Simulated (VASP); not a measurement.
# Ga4As3N (P4/mmm) in VASP: relaxation of cell and atoms with PBE

Aim: the relaxation of cell and atoms of Ga4As3N with PBE.

Program: VASP 6.6.1. These are calculated values, not measurements. Logs are shortened: lines on timing, memory, paths and dates and some standing lists are left out, and cuts for length are marked.

**1. The cell of the first run**

Symmetry: P4/mmm, No. 123, tetragonal system. Conventional cell: a = 3.640 Å, b = 3.640 Å, c = 10.989 Å, α = 90.00°, β = 90.00°, γ = 90.00°. Within 3.4 Å of Ga (site symmetry 4/mmm) lie 2 As at 2.56 Å and 4 N at 2.57 Å and 8 Ga at 3.23 Å. Within 2.7 Å of Ga (site symmetry 4mm) lie 1 N at 1.94 Å and 4 As at 2.65 Å. Ga (site symmetry 4/mmm) has 6 As at 2.57 to 2.93 Å within 3.4 Å. As (site symmetry 4mm) has 6 Ga at 2.56 to 2.93 Å within 3.4 Å. Within 3.4 Å of As (site symmetry 4/mmm) lie 4 Ga at 2.57 Å. N (site symmetry 4/mmm) has 6 Ga at 1.94 to 2.57 Å within 2.6 Å.

**2. Relaxation of cell and atoms, PBE**

INCAR

```
PREC = Accurate
ENCUT = 600
EDIFF = 1E-7
ISMEAR = 0
SIGMA = 0.1
LREAL = F
LASPH = T
NELM = 80
ALGO = Fast
ISIF = 3
LWAVE = F
LCHARG = F
GGA = PE
IBRION = 2
NSW = 100
EDIFFG = -0.01
```

KPOINTS

```
Automatic mesh
0
Gamma
  10 10 4
```

POSCAR

```
Ga4As3N
1.0
    3.6403522037      0.0000000000      0.0000000000
    0.0000000000      3.6403522037      0.0000000000
    0.0000000000      0.0000000000     10.9888610443
Ga As N
4 3 1
Direct
    0.0000000000      0.0000000000      0.5000000000
    0.5000000000      0.5000000000      0.3230872105
    0.0000000000      0.0000000000      0.0000000000
    0.5000000000      0.5000000000      0.6769127895
    0.0000000000      0.0000000000      0.7331772533
    0.0000000000      0.0000000000      0.2668227467
    0.5000000000      0.5000000000      0.0000000000
    0.5000000000      0.5000000000      0.5000000000
```

Potentials or basis: VASP PAW PBE potentials, release 64 (Ga_d, As, N).

On the command line:

```console
> cat potpaw_PBE.64/Ga_d/POTCAR potpaw_PBE.64/As/POTCAR potpaw_PBE.64/N/POTCAR > POTCAR
> mpirun -np 1 vasp_std > vasp.out
```

OUTCAR:

```text
PREC = Accurate
   ENCUT = 600
   EDIFF = 1E-7
   ISMEAR = 0
   LREAL = F
   LASPH = T
   NELM = 80
   ISIF = 3
   GGA = PE
   IBRION = 2
   NSW = 100
   EDIFFG = -0.01

 ion  position               nearest neighbor table
   1  0.000  0.000  0.500-   5 2.56   6 2.56
   2  0.500  0.500  0.323-   8 1.94   6 2.65   6 2.65   6 2.65   6 2.65
   3  0.000  0.000  0.000-   7 2.57   7 2.57   7 2.57   7 2.57
   4  0.500  0.500  0.677-   8 1.94   5 2.65   5 2.65   5 2.65   5 2.65
   5  0.000  0.000  0.733-   1 2.56   4 2.65   4 2.65   4 2.65   4 2.65
   6  0.000  0.000  0.267-   1 2.56   2 2.65   2 2.65   2 2.65   2 2.65
   7  0.500  0.500  0.000-   3 2.57   3 2.57   3 2.57   3 2.57
   8  0.500  0.500  0.500-   2 1.94   4 1.94

  LATTYP: Found a simple tetragonal cell.
 ALAT       =     3.6403522037
 C/A-ratio  =     3.0186257893

  Lattice vectors:

 A1 = (   3.6403522037,   0.0000000000,   0.0000000000)
 A2 = (   0.0000000000,   3.6403522037,   0.0000000000)
 A3 = (   0.0000000000,   0.0000000000,  10.9888610443)

Analysis of symmetry for initial positions (statically):
=====================================================================
 Subroutine PRICEL returns:
 Original cell was already a primitive cell.

 Routine SETGRP: Setting up the symmetry group for a
 simple tetragonal supercell.

 Subroutine GETGRP returns: Found 16 space group operations
 (whereof 16 operations were pure point group operations)
 out of a pool of 16 trial point group operations.

The static configuration has the point symmetry D_4h.

Analysis of symmetry for dynamics (positions and initial velocities):
=====================================================================
 Subroutine PRICEL returns:
 Original cell was already a primitive cell.

 Routine SETGRP: Setting up the symmetry group for a
 simple tetragonal supercell.

 Subroutine GETGRP returns: Found 16 space group operations
 (whereof 16 operations were pure point group operations)
 out of a pool of 16 trial point group operations.

The dynamic configuration has the point symmetry D_4h.

 Subroutine INISYM returns: Found 16 space group operations
 (whereof 16 operations are pure point group operations),
 and found     1 'primitive' translations

----------------------------------------------------------------------------------------

                                     Primitive cell

  volume of cell :     145.6262

  direct lattice vectors                    reciprocal lattice vectors
     3.640352204  0.000000000  0.000000000     0.274698695  0.000000000  0.000000000
     0.000000000  3.640352204  0.000000000     0.000000000  0.274698695  0.000000000
     0.000000000  0.000000000 10.988861044     0.000000000  0.000000000  0.091001242

  length of vectors
     3.640352204  3.640352204 10.988861044     0.274698695  0.274698695  0.091001242

  position of ions in fractional coordinates (direct lattice)
     0.000000000  0.000000000  0.500000000
     0.500000000  0.500000000  0.323087210
     0.000000000  0.000000000  0.000000000
     0.500000000  0.500000000  0.676912790
     0.000000000  0.000000000  0.733177253
     0.000000000  0.000000000  0.266822747
     0.500000000  0.500000000  0.000000000
     0.500000000  0.500000000  0.500000000

  ion indices of the primitive-cell ions
   primitive index   ion index
                 1           1
                 2           2
                 3           3
                 4           4
                 5           5
                 6           6
                 7           7
                 8           8

----------------------------------------------------------------------------------------

 KPOINTS: Automatic mesh

Automatic generation of k-mesh.
 Grid dimensions read from file:
 generate k-points for:   10   10    4

 Generating k-lattice:

  Cartesian coordinates                     Fractional coordinates (reciprocal lattice)
     0.027469870  0.000000000  0.000000000     0.100000000  0.000000000  0.000000000
     0.000000000  0.027469870  0.000000000     0.000000000  0.100000000  0.000000000
     0.000000000  0.000000000  0.022750310     0.000000000  0.000000000  0.250000000

  Length of vectors
     0.027469870  0.027469870  0.022750310

  Shift w.r.t. Gamma in fractional coordinates (k-lattice)
     0.000000000  0.000000000  0.000000000

 Subroutine IBZKPT returns following result:
 ===========================================

 Found     63 irreducible k-points:

 Following reciprocal coordinates:
            Coordinates               Weight
  0.000000  0.000000  0.000000      1.000000
  0.100000  0.000000  0.000000      4.000000
  0.200000  0.000000  0.000000      4.000000
  0.300000  0.000000  0.000000      4.000000
  0.400000  0.000000  0.000000      4.000000
  0.500000  0.000000  0.000000      2.000000
[... 16 lines left out ...]
  0.100000  0.000000  0.250000      8.000000
  0.200000  0.000000  0.250000      8.000000
 [... further k-points ...]
   k-points           NKPTS =     63   k-points in BZ     NKDIM =     63   number of bands    NBANDS=     43
   number of dos      NEDOS =    301   number of ions     NIONS =      8
   total plane-waves  NPLWV =  81000
   dimension x,y,z NGX =    30 NGY =   30 NGZ =   90
   dimension x,y,z NGXF=    60 NGYF=   60 NGZF=  180
   ions per type =               4   3   1
   NGX,Y,Z   is equivalent  to a cutoff of  13.70, 13.70, 13.62 a.u.
   NGXF,Y,Z  is equivalent  to a cutoff of  27.40, 27.40, 27.23 a.u.
 SYSTEM =  unknown system
   PREC   = accura    normal or accurate (medium, high low for compatibility)
   ISTART =      0    job   : 0-new  1-cont  2-samecut
   ICHARG =      2    charge: 1-file 2-atom 10-const
   ISPIN  =      1    spin polarized calculation?
   LNONCOLLINEAR =      F non collinear calculations
   LSORBIT =      F    spin-orbit coupling
   LASPH  =      T    aspherical Exc in radial PAW
   ENCUT  =  600.0 eV  44.10 Ry    6.64 a.u.   7.27  7.27 21.95*2*pi/ulx,y,z
   NELM   =     80;   NELMIN=  2; NELMDL= -5     # of ELM steps
   EDIFF  = 0.1E-06   stopping-criterion for ELM
   LREAL  =      F    real-space projection
   EDIFFG = -.1E-01   stopping-criterion for IOM
   NSW    =    100    number of steps for IOM
   IBRION =      2    ionic relax: 0-MD 1-quasi-New 2-CG
   NFREE  =      1    steps in history (QN), initial steepest desc. (CG)
   ISIF   =      3    stress and relaxation
   ISYM   =      2    0-nonsym 1-usesym 2-fastsym
   POTIM  = 0.5000    time-step for ionic-motion
   TEBEG  =    0.0;   TEEND  =   0.0 temperature during run
   PSTRESS=    0.0 pullay stress
   NELECT =      72.0000    total number of electrons
   NUPDOWN=      -1.0000    fix difference up-down
   EMIN   =  10.00;   EMAX   =-10.00  energy-range for DOS
   EFERMI =   0.00;   METHOD = LEGACY
   ISMEAR =     0;   SIGMA  =   0.10  broadening in eV -4-tet -1-fermi 0-gaus
   EFERMI_NEDOS =   21; number of points for ismear=-14 and -15
   IALGO  =     68    algorithm
   IMIX   =      4    mixing-type and parameters
     AMIX     =   0.40;   BMIX     =  1.00
     AMIX_MAG =   1.60;   BMIX_MAG =  1.00
  volume/ion in A,a.u.               =      18.20       122.84
  Fermi-wavevector in a.u.,A,eV,Ry     =   1.294511  2.446272 22.800091  1.675759
  Thomas-Fermi vector in A             =   2.426089
   LORBIT       =      0    0 simple, 1 ext, 2 COOP (PROOUT), +10 PAW based schemes
   GGA     = PE    functional components
   LHFCALC =     F    Hartree Fock is set to
   AEXX    =    0.0000 exact exchange contribution
   IVDW    =     0    specifies the selected vdW correction
   LEPSILON=     F    determine dielectric tensor
   LRPA    =     F    only Hartree local field effects (RPA)
 conjugate gradient relaxation of ions
 non-spin polarized calculation
 RMM-DIIS sequential band-by-band and
 Gauss-broadening in eV      SIGMA  =   0.10
  energy-cutoff  :      600.00
  volume of cell :      145.63
 maximum number of plane-waves:      4888
 NGX is ok and might be reduce to    30
   NGX = 15   NGY = 15   NGZ = 43

--------------------------------------- Ionic step        1  -------------------------------------------

 number of electron      71.9999991 magnetization

 Free energy of the ion-electron system (eV)
  ---------------------------------------------------
  ext. energy  EPLUGINS =         0.00000000
  ---------------------------------------------------
  free energy    TOTEN  =       -32.74880852 eV

  energy without entropy =      -32.73333578  energy(sigma->0) =      -32.74107215

------------------------ aborting loop because EDIFF is reached ----------------------------------------

  FORCE on cell =-STRESS in cart. coord.  units (eV):
  Direction    XX          YY          ZZ          XY          YZ          ZX
  --------------------------------------------------------------------------------------
  -------------------------------------------------------------------------------------
  Total        0.2699452      0.2699452     -0.5379640      0.0000000     -0.0000000      0.0000000
  in kB        2.9699334      2.9699334     -5.9186728      0.0000000     -0.0000000      0.0000000
  external PRESSURE =       0.0070646 kB  Pullay stress =       0.0000000 kB
[... 107 lines left out ...]
  FREE ENERGIE OF THE ION-ELECTRON SYSTEM (eV)
  ---------------------------------------------------
  free  energy   TOTEN  =       -32.7515492223 eV

  energy  without entropy=      -32.7360448829  energy(sigma->0) =      -32.74379705

[... ionic steps 4 to 9 ...]

--------------------------------------- Ionic step       10  -------------------------------------------

 number of electron      71.9999985 magnetization

------------------------ aborting loop because EDIFF is reached ----------------------------------------
[... 79 lines left out ...]
--------------------------------------- Ionic step       12  -------------------------------------------

 number of electron      71.9999985 magnetization

 Free energy of the ion-electron system (eV)
  ---------------------------------------------------
  ext. energy  EPLUGINS =         0.00000000
  ---------------------------------------------------
  free energy    TOTEN  =       -32.75400153 eV

  energy without entropy =      -32.73693955  energy(sigma->0) =      -32.74547054

 E-fermi :   4.9415     XC(G=0): -10.6296

 val. band max:        4.9322072334   @ k =   0.1000   0.0000   0.0000
 cond. band min:       4.9620055045   @ k =   0.4000   0.4000   0.5000
 fundamental gap:      0.0297982710
 Fermi energy:         4.9415215248

 k-point     1 :       0.0000    0.0000    0.0000
  band No.  band energies     occupation
      1     -10.4677      2.00000
      2      -9.8854      2.00000
      3      -9.7811      2.00000
      4      -9.7574      2.00000
      5      -9.7527      2.00000
      6      -9.7487      2.00000
[... 1093 lines left out ...]
     42      10.1467      0.00000
     43      11.1566      0.00000

 [... further k-points ...]

------------------------ aborting loop because EDIFF is reached ----------------------------------------

  FORCE on cell =-STRESS in cart. coord.  units (eV):
  Direction    XX          YY          ZZ          XY          YZ          ZX
  --------------------------------------------------------------------------------------
  -------------------------------------------------------------------------------------
  Total        0.0268664      0.0268664     -0.0474160      0.0000000     -0.0000000      0.0000000
  in kB        0.2969404      0.2969404     -0.5240642      0.0000000     -0.0000000      0.0000000
  external PRESSURE =       0.0232722 kB  Pullay stress =       0.0000000 kB
[... 23 lines left out ...]
  FREE ENERGIE OF THE ION-ELECTRON SYSTEM (eV)
  ---------------------------------------------------
  free  energy   TOTEN  =       -32.7540015258 eV

  energy  without entropy=      -32.7369395529  energy(sigma->0) =      -32.74547054

 reached required accuracy - stopping structural energy minimisation
```

Wall time 1.6 h (1 thread of Oxide Virtual Turin-like, shared host); peak memory 0.53 GiB.

What came out:

| Item | Value |
| --- | --- |
| Free energy | -32.7540 eV |
| Relaxed volume | 18.12 Å³/atom |
| Relaxed cell | a = 3.655 Å, b = 3.655 Å, c = 10.851 Å, α = 90.00°, β = 90.00°, γ = 90.00° |
| Space group after relaxing (to 0.1 Å) | P4/mmm (No. 123) |
| Energy gained by relaxing | 0.6 meV/atom |
| Ionic steps | 12 |
| Pressure after relaxing | 0.0 GPa |
| Largest force after relaxing | 0.006 eV/Å |
| Band gap on the k mesh | zero (bands 36 and 37 overlap by 3.11 eV) |

Forces in eV/Å, atoms in the order of the input:
```
Ga   0.000  0.000  0.000
Ga   0.000  0.000  0.006
Ga   0.000  0.000  0.000
Ga   0.000  0.000 -0.006
As   0.000  0.000  0.000
As   0.000  0.000  0.000
As   0.000  0.000  0.000
N    0.000  0.000  0.000
```

Stress tensor (GPa, compression positive):
```
 0.03  0.00  0.00
 0.00  0.03  0.00
 0.00  0.00 -0.05
```

The path:
```
step  energy change (eV)  largest force (eV/Å)  pressure (GPa)  volume (Å³)
   1              0.0000                0.0519            0.00       145.63
   2             -0.0022                0.0738            0.04       145.63
   3             -0.0027                0.1191            0.09       145.63
   4             -0.0039                0.0548           -0.12       145.88
   5             -0.0040                0.0349           -0.18       145.96
   6             -0.0045                0.0320            0.00       145.48
   7             -0.0045                0.0348            0.03       145.41
   8             -0.0047                0.0275           -0.01       145.38
   9             -0.0049                0.0179           -0.06       145.30
  10             -0.0050                0.0274           -0.10       145.26
  11             -0.0051                0.0219           -0.06       145.19
  12             -0.0052                0.0064            0.00       144.96
```

Final structure:
```yaml
crystal:
  lattice:
    - [3.65509, 0.00000, 0.00000]
    - [0.00000, 3.65509, 0.00000]
    - [0.00000, 0.00000, 10.85061]
  atoms:
    - { symbol: Ga, position: [0.00000, 0.00000, 0.50000] }
    - { symbol: Ga, position: [0.50000, 0.50000, 0.32044] }
    - { symbol: Ga, position: [0.00000, 0.00000, 0.00000] }
    - { symbol: Ga, position: [0.50000, 0.50000, 0.67956] }
    - { symbol: As, position: [0.00000, 0.00000, 0.73381] }
    - { symbol: As, position: [0.00000, 0.00000, 0.26619] }
    - { symbol: As, position: [0.50000, 0.50000, 0.00000] }
    - { symbol: N, position: [0.50000, 0.50000, 0.50000] }
```

The gap in the log of VASP goes by the Fermi energy; the results here count the filled bands.